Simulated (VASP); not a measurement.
A run of VASP 6.6.1:

File INCAR:

```
SYSTEM = Nb
  PREC = Accurate
  ENCUT = 600
  EDIFF = 1E-6
  ISMEAR = -1
  SIGMA = 0.05
  LREAL = .False.
  LASPH = .True.
  NELM = 100
  ALGO = Normal
  ISIF = 4
  LWAVE = .False.
  LCHARG = .False.
  IBRION = 2
  NSW = 50
  EDIFFG = -0.005
```

KPOINTS

```
Automatic mesh
0
Gamma
  15 15 8
  0 0 0
```

File POSCAR:

```
Nb
1.0
    2.7631790058      0.0000000000      0.0000000000
   -1.3815895030      2.3929832142      0.0000000000
    0.0000000000      0.0000000000      5.0681283287
Nb
2
Direct
    0.3333333333      0.6666666667      0.2500000000
    0.6666666667      0.3333333333      0.7500000000
```

Potentials or basis: VASP PAW LDA potentials, release 64 (Nb_sv).

Command:

```bash
$ cat potpaw_LDA.64/Nb_sv/POTCAR > POTCAR
$ mpirun -np 1 vasp_std > vasp.out
```

Hardware: 1 thread of Intel Xeon 8259CL, with other jobs on the host.

Question: Estimate the wall time of this run.

Answer: It took 2.7 min on 1 thread of Intel Xeon 8259CL, with other jobs on the host, peak memory 0.2 GiB. Counts: scf iterations 22, k points 135, ion steps 3.
